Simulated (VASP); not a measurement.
Input of a VASP 6.6.1 run:

File POSCAR:

```
Ir
1.0
    2.7292665793      0.0000000000      0.0000000000
   -1.3646332897      2.3636141914      0.0000000000
    0.0000000000      0.0000000000      4.4217407521
Ir
2
Direct
    0.7276919922      0.3788848267      0.7507165353
    0.2723080078      0.6211151733      0.2492834647
```

The input INCAR.step1:

```
SYSTEM = Ir
  PREC = Accurate
  ENCUT = 520
  ISMEAR = 0
  SIGMA = 0.15
  LREAL = .False.
  LASPH = .True.
  NELM = 60
  NBANDS = 16
  GGA = PE
  ALGO = Normal
  EDIFF = 1E-4
  LWAVE = .True.
  LCHARG = .False.
```

Contents of INCAR.step2:

```
SYSTEM = Ir
  PREC = Accurate
  ENCUT = 520
  EDIFF = 1E-6
  ISMEAR = 0
  SIGMA = 0.15
  LREAL = .False.
  LASPH = .True.
  NELM = 60
  ALGO = Normal
  ISIF = 2
  LWAVE = .False.
  LCHARG = .True.
  METAGGA = R2SCAN
  LMIXTAU = .True.
  LELF = .True.
  LVHAR = .True.
  NBANDS = 16
  ISTART = 1
```

Contents of KPOINTS:

```
regular mesh
0
Gamma
  12 12 8
  0 0 0
```

Potentials or basis: VASP PAW PBE potentials, release 64 (Ir).

The run is started by

```sh
$ cat potpaw_PBE.64/Ir/POTCAR > POTCAR
$ cp INCAR.step1 INCAR
$ mpirun -np 1 vasp_std > vasp.out
$ cp INCAR.step2 INCAR
$ mpirun -np 1 vasp_std > vasp.out
```

(1) Estimate the pressure.

(2) Predict the largest force.

(3) Estimate the band gap on the k mesh.

## Answers

(1) 7.0 GPa.

(2) 1.511 eV/Å.

(3) zero (bands 9 and 10 overlap by 3.67 eV).

Caveat: the cell differs from its parent crystal (atom 1 moved 0.30 Å); the stress differs along the axes, from 3 to 13 GPa; the PAW data sets were made with another functional, which shifts forces and pressure a little; spin-orbit coupling is left out, which moves the levels of the heavy elements.
